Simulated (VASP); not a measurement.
# MgB2 (P6/mmm) in VASP: single point with PBEsol

Aim: the single point of MgB2 with PBEsol.

All numbers are computed with VASP 6.6.1; they aren't measurements. Logs are shortened: lines on timing, memory, paths and dates and some standing lists are left out, and cuts for length are marked.

**1. The cell of the first run**

The structure is hexagonal, space group P6/mmm (No. 191). Conventional cell: a = 3.085 Å, b = 3.085 Å, c = 3.523 Å, α = 90.00°, β = 90.00°, γ = 120.00°. Mg (site symmetry 6/mmm) has 12 B at 2.51 Å and 6 Mg at 3.08 to 3.09 Å within 3.3 Å. B (site symmetry -6m2) has 3 B at 1.78 Å within 2.4 Å.

**2. Single point, PBEsol**

INCAR reads:

```
SYSTEM = MgB2
ALGO = Normal
EDIFF = 1E-6
ENCUT = 750
GGA = PS
GGA_COMPAT = .False.
ISIF = 2
ISMEAR = 0
LASPH = .True.
LCHARG = .False.
LREAL = .False.
LWAVE = .False.
NBANDS = 15
NELM = 120
PREC = Accurate
SIGMA = 0.1
```

KPOINTS reads:

```
k-points
0
Gamma
  6 6 6
  0 0 0
```

POSCAR reads:

```
MgB2
1.0
    3.0850000000      0.0000000000      0.0000000000
   -1.5425000000      2.6716883707      0.0000000000
    0.0000000000      0.0000000000      3.5230000000
Mg B
1 2
Direct
    0.0000000000      0.0000000000      0.0000000000
    0.3333333333      0.6666666667      0.5000000000
    0.6666666667      0.3333333333      0.5000000000
```

Potentials or basis: VASP PAW PBE potentials, release 64 (Mg_sv, B).

Started as:

```sh
> cat potpaw_PBE.64/Mg_sv/POTCAR potpaw_PBE.64/B/POTCAR > POTCAR
> mpirun -np 1 vasp_std > vasp.out
```

OUTCAR:

```text
SYSTEM = MgB2
   EDIFF = 1E-6
   ENCUT = 750
   GGA = PS
   ISIF = 2
   ISMEAR = 0
   LASPH = .True.
   LREAL = .False.
   NELM = 120
   PREC = Accurate

 ion  position               nearest neighbor table
   1  0.000  0.000  0.000-
   2  0.333  0.667  0.500-   3 1.78   3 1.78   3 1.78
   3  0.667  0.333  0.500-   2 1.78   2 1.78   2 1.78

  LATTYP: Found a hexagonal cell.
 ALAT       =     3.0850000000
 C/A-ratio  =     1.1419773096

  Lattice vectors:

 A1 = (   3.0850000000,   0.0000000000,   0.0000000000)
 A2 = (  -1.5425000000,   2.6716883707,   0.0000000000)
 A3 = (   0.0000000000,   0.0000000000,   3.5230000000)

Analysis of symmetry for initial positions (statically):
=====================================================================
 Subroutine PRICEL returns:
 Original cell was already a primitive cell.

 Routine SETGRP: Setting up the symmetry group for a
 hexagonal supercell.

 Subroutine GETGRP returns: Found 24 space group operations
 (whereof 24 operations were pure point group operations)
 out of a pool of 24 trial point group operations.

The static configuration has the point symmetry D_6h.

Analysis of symmetry for dynamics (positions and initial velocities):
=====================================================================
 Subroutine PRICEL returns:
 Original cell was already a primitive cell.

 Routine SETGRP: Setting up the symmetry group for a
 hexagonal supercell.

 Subroutine GETGRP returns: Found 24 space group operations
 (whereof 24 operations were pure point group operations)
 out of a pool of 24 trial point group operations.

The dynamic configuration has the point symmetry D_6h.

 Subroutine INISYM returns: Found 24 space group operations
 (whereof 24 operations are pure point group operations),
 and found     1 'primitive' translations

----------------------------------------------------------------------------------------

                                     Primitive cell

  volume of cell :      29.0371

  direct lattice vectors                    reciprocal lattice vectors
     3.085000000  0.000000000  0.000000000     0.324149109  0.187147575  0.000000000
    -1.542500000  2.671688371  0.000000000     0.000000000  0.374295150  0.000000000
     0.000000000  0.000000000  3.523000000     0.000000000  0.000000000  0.283848992

  length of vectors
     3.085000000  3.085000000  3.523000000     0.374295150  0.374295150  0.283848992

  position of ions in fractional coordinates (direct lattice)
     0.000000000  0.000000000  0.000000000
     0.333333333  0.666666667  0.500000000
     0.666666667  0.333333333  0.500000000

  ion indices of the primitive-cell ions
   primitive index   ion index
                 1           1
                 2           2
                 3           3

----------------------------------------------------------------------------------------

 KPOINTS: k-points

Automatic generation of k-mesh.
 Grid dimensions read from file:
 generate k-points for:    6    6    6

 Generating k-lattice:

  Cartesian coordinates                     Fractional coordinates (reciprocal lattice)
     0.054024851  0.031191263  0.000000000     0.166666667  0.000000000  0.000000000
     0.000000000  0.062382525  0.000000000     0.000000000  0.166666667  0.000000000
     0.000000000  0.000000000  0.047308165     0.000000000  0.000000000  0.166666667

  Length of vectors
     0.062382525  0.062382525  0.047308165

  Shift w.r.t. Gamma in fractional coordinates (k-lattice)
     0.000000000  0.000000000  0.000000000

 Subroutine IBZKPT returns following result:
 ===========================================

 Found     28 irreducible k-points:

 Following reciprocal coordinates:
            Coordinates               Weight
  0.000000  0.000000  0.000000      1.000000
  0.166667  0.000000  0.000000      6.000000
  0.333333 -0.000000  0.000000      6.000000
  0.500000 -0.000000  0.000000      3.000000
  0.166667  0.166667  0.000000      6.000000
  0.333333  0.166667  0.000000     12.000000
[... 16 lines left out ...]
  0.166667  0.000000  0.500000      6.000000
  0.333333 -0.000000  0.500000      6.000000
 [... further k-points ...]
   k-points           NKPTS =     28   k-points in BZ     NKDIM =     28   number of bands    NBANDS=     15
   number of dos      NEDOS =    301   number of ions     NIONS =      3
   total plane-waves  NPLWV =  25088
   dimension x,y,z NGX =    28 NGY =   28 NGZ =   32
   dimension x,y,z NGXF=    56 NGYF=   56 NGZF=   64
   ions per type =               1   2
   NGX,Y,Z   is equivalent  to a cutoff of  15.09, 15.09, 15.10 a.u.
   NGXF,Y,Z  is equivalent  to a cutoff of  30.18, 30.18, 30.20 a.u.
 SYSTEM =  MgB2
   PREC   = accura    normal or accurate (medium, high low for compatibility)
   ISTART =      0    job   : 0-new  1-cont  2-samecut
   ICHARG =      2    charge: 1-file 2-atom 10-const
   ISPIN  =      1    spin polarized calculation?
   LNONCOLLINEAR =      F non collinear calculations
   LSORBIT =      F    spin-orbit coupling
   LASPH  =      T    aspherical Exc in radial PAW
   ENCUT  =  750.0 eV  55.12 Ry    7.42 a.u.   6.89  6.89  7.87*2*pi/ulx,y,z
   NELM   =    120;   NELMIN=  2; NELMDL= -5     # of ELM steps
   EDIFF  = 0.1E-05   stopping-criterion for ELM
   LREAL  =      F    real-space projection
   EDIFFG = 0.1E-04   stopping-criterion for IOM
   NSW    =      0    number of steps for IOM
   IBRION =     -1    ionic relax: 0-MD 1-quasi-New 2-CG
   NFREE  =      0    steps in history (QN), initial steepest desc. (CG)
   ISIF   =      2    stress and relaxation
   ISYM   =      2    0-nonsym 1-usesym 2-fastsym
   POTIM  = 0.5000    time-step for ionic-motion
   TEBEG  =    0.0;   TEEND  =   0.0 temperature during run
   PSTRESS=    0.0 pullay stress
   NELECT =      16.0000    total number of electrons
   NUPDOWN=      -1.0000    fix difference up-down
   EMIN   =  10.00;   EMAX   =-10.00  energy-range for DOS
   EFERMI =   0.00;   METHOD = LEGACY
   ISMEAR =     0;   SIGMA  =   0.10  broadening in eV -4-tet -1-fermi 0-gaus
   EFERMI_NEDOS =   21; number of points for ismear=-14 and -15
   IALGO  =     38    algorithm
   IMIX   =      4    mixing-type and parameters
     AMIX     =   0.40;   BMIX     =  1.00
     AMIX_MAG =   1.60;   BMIX_MAG =  1.00
  volume/ion in A,a.u.               =       9.68        65.32
  Fermi-wavevector in a.u.,A,eV,Ry     =   1.342137  2.536272 24.508618  1.801333
  Thomas-Fermi vector in A             =   2.470315
   LORBIT       =      0    0 simple, 1 ext, 2 COOP (PROOUT), +10 PAW based schemes
   GGA     = PS    functional components
   LHFCALC =     F    Hartree Fock is set to
   AEXX    =    0.0000 exact exchange contribution
   IVDW    =     0    specifies the selected vdW correction
   LEPSILON=     F    determine dielectric tensor
   LRPA    =     F    only Hartree local field effects (RPA)
 non-spin polarized calculation
 Gauss-broadening in eV      SIGMA  =   0.10
  energy-cutoff  :      750.00
  volume of cell :       29.04
 maximum number of plane-waves:      1371
 NGX is ok and might be reduce to    28
   NGX = 13   NGY = 13   NGZ = 15

 number of electron      16.0000022 magnetization

 Free energy of the ion-electron system (eV)
  ---------------------------------------------------
  ext. energy  EPLUGINS =         0.00000000
  ---------------------------------------------------
  free energy    TOTEN  =       -16.22100227 eV

  energy without entropy =      -16.21770223  energy(sigma->0) =      -16.21935225

 E-fermi :   5.1196     XC(G=0): -11.1821

 val. band max:        4.8751407237   @ k =   0.1667   0.0000   0.5000
 cond. band min:       5.1210640879   @ k =   0.3333   0.1667   0.0000
 fundamental gap:      0.2459233641
 Fermi energy:         5.1196498174

 k-point     1 :       0.0000    0.0000    0.0000
  band No.  band energies     occupation
      1     -69.7496      2.00000
      2     -36.6993      2.00000
      3     -36.6993      2.00000
      4     -36.6851      2.00000
      5      -7.3453      2.00000
      6       2.1098      2.00000
      7       5.4448      0.00000
      8       5.4448      0.00000
      9       6.6474      0.00000
     10      11.3351      0.00000
     11      11.3351      0.00000
     12      13.1541      0.00000
     13      14.9913      0.00000
     14      17.6085      0.00000
     15      21.0879      0.00000

 k-point     2 :       0.1667    0.0000    0.0000
  band No.  band energies     occupation
      1     -69.7488      2.00000
      2     -36.7096      2.00000
      3     -36.7019      2.00000
      4     -36.6834      2.00000
      5      -6.8624      2.00000
      6       2.5766      2.00000
      7       3.3958      2.00000
      8       4.5301      2.00000
      9       7.0851      0.00000
     10      10.8518      0.00000
     11      13.2135      0.00000
     12      13.4168      0.00000
     13      14.0572      0.00000
     14      19.5449      0.00000
     15      19.7398      0.00000

 k-point     3 :       0.3333   -0.0000    0.0000
  band No.  band energies     occupation
      1     -69.7470      2.00000
      2     -36.7296      2.00000
      3     -36.7067      2.00000
      4     -36.6803      2.00000
      5      -5.4399      2.00000
      6      -0.0216      2.00000
      7       3.3481      2.00000
      8       3.9127      2.00000
      9       8.2473      0.00000
     10      10.0240      0.00000
     11      10.2350      0.00000
     12      13.6504      0.00000
     13      16.9940      0.00000
     14      18.1145      0.00000
     15      19.3705      0.00000
[... 343 lines left out ...]
 k-point    23 :       0.1667    0.0000    0.5000
  band No.  band energies     occupation
      1     -69.7485      2.00000
      2     -36.7089      2.00000
      3     -36.7013      2.00000
      4     -36.6907      2.00000
      5      -5.6047      2.00000
      6      -1.8633      2.00000
      7       3.9481      2.00000
      8       4.8751      1.99946
      9      10.2025      0.00000
     10      11.5274      0.00000
     11      13.6035      0.00000
     12      15.3132      0.00000
     13      15.6113      0.00000
     14      16.0721      0.00000
     15      16.4578      0.00000

 k-point    24 :       0.3333   -0.0000    0.5000
  band No.  band energies     occupation
      1     -69.7468      2.00000
      2     -36.7289      2.00000
      3     -36.7061      2.00000
      4     -36.6875      2.00000
      5      -4.3101      2.00000
      6      -0.2841      2.00000
      7       0.7409      2.00000
      8       3.6551      2.00000
      9       6.2870      0.00000
     10      10.9797      0.00000
     11      14.3155      0.00000
     12      14.3793      0.00000
     13      16.9103      0.00000
     14      17.5728      0.00000
     15      18.5344      0.00000

 [... further k-points ...]

------------------------ aborting loop because EDIFF is reached ----------------------------------------

  FORCE on cell =-STRESS in cart. coord.  units (eV):
  Direction    XX          YY          ZZ          XY          YZ          ZX
  --------------------------------------------------------------------------------------
  -------------------------------------------------------------------------------------
  Total       -0.4976263     -0.4976263     -0.7464719     -0.0000000      0.0000000      0.0000000
  in kB      -27.4574532    -27.4574532    -41.1879730     -0.0000000      0.0000000      0.0000000
  external PRESSURE =     -32.0342931 kB  Pullay stress =       0.0000000 kB

 VOLUME and BASIS-vectors are now :
 -----------------------------------------------------------------------------
  energy-cutoff  :      750.00
  volume of cell :       29.04
      direct lattice vectors                 reciprocal lattice vectors
     3.085000000  0.000000000  0.000000000     0.324149109  0.187147575  0.000000000
    -1.542500000  2.671688371  0.000000000     0.000000000  0.374295150  0.000000000
     0.000000000  0.000000000  3.523000000     0.000000000  0.000000000  0.283848992

 POSITION                                       TOTAL-FORCE (eV/Angst)
 -----------------------------------------------------------------------------------
      0.00000      0.00000      0.00000         0.000000      0.000000      0.000000
     -0.00000      1.78113      1.76150        -0.000000      0.000000      0.000000
      1.54250      0.89056      1.76150         0.000000      0.000000     -0.000000
 -----------------------------------------------------------------------------------
    total drift:                               -0.000000      0.000000      0.000000

  FREE ENERGIE OF THE ION-ELECTRON SYSTEM (eV)
  ---------------------------------------------------
  free  energy   TOTEN  =       -16.2210022739 eV

  energy  without entropy=      -16.2177022283  energy(sigma->0) =      -16.21935225
```

Run time: 18 s. Hardware: 1 thread of Intel Xeon Platinum 8259CL at 2.50GHz (Skylake/Cascade Lake), shared host; peak memory 0.16 GiB.

What came out:

- Free energy: -16.2210 eV
- Pressure: -3.2 GPa
- Band gap on the k mesh: zero (bands 8 and 9 overlap by 3.83 eV)

Caveat: the k points lie up to 0.39 Å⁻¹ apart, too coarse for converged energies and pressures of a metal; the PAW data sets were made with another functional, which shifts forces and pressure a little.
